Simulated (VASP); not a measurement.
Input of a VASP 6.6.1 run:

Contents of INCAR:

```
PREC = Accurate
ENCUT = 520
EDIFF = 1E-6
ISMEAR = 0
SIGMA = 0.03
LREAL = F
LASPH = T
NELM = 80
ALGO = Normal
ISIF = 2
LWAVE = F
LCHARG = F
NBANDS = 27
```

Contents of KPOINTS:

```
Automatic mesh
0
Gamma
  12 12 2
```

Contents of POSCAR:

```
InO
1.0
    3.2809331112      0.0000000000      0.0000000000
   -1.6404665556      2.8413714224      0.0000000000
    0.0000000000      0.0000000000     16.6709550000
In O
2 2
Direct
    0.6666666667      0.3333333333      0.5900210000
    0.6666666667      0.3333333333      0.4099790000
    0.0000000000      0.0000000000      0.6398670000
    0.0000000000      0.0000000000      0.3601330000
```

Potentials or basis: VASP PAW LDA potentials, release 64 (In_d, O).

Launch:

```sh
$ cat potpaw_LDA.64/In_d/POTCAR potpaw_LDA.64/O/POTCAR > POTCAR
$ mpirun -np 1 vasp_std > vasp.out
```

(1) Predict the largest force.

(2) Estimate the band gap on the k mesh.

Answers

(1) 0.926 eV/Å.

(2) zero (band 19 reaches -1.42 eV, above the bottom of band 20 at -1.44 eV).

Caveat: the cell differs from its parent crystal (strain -0.050 along x and y, +0.050 along z); spin-orbit coupling is left out, which moves the levels of the heavy elements.
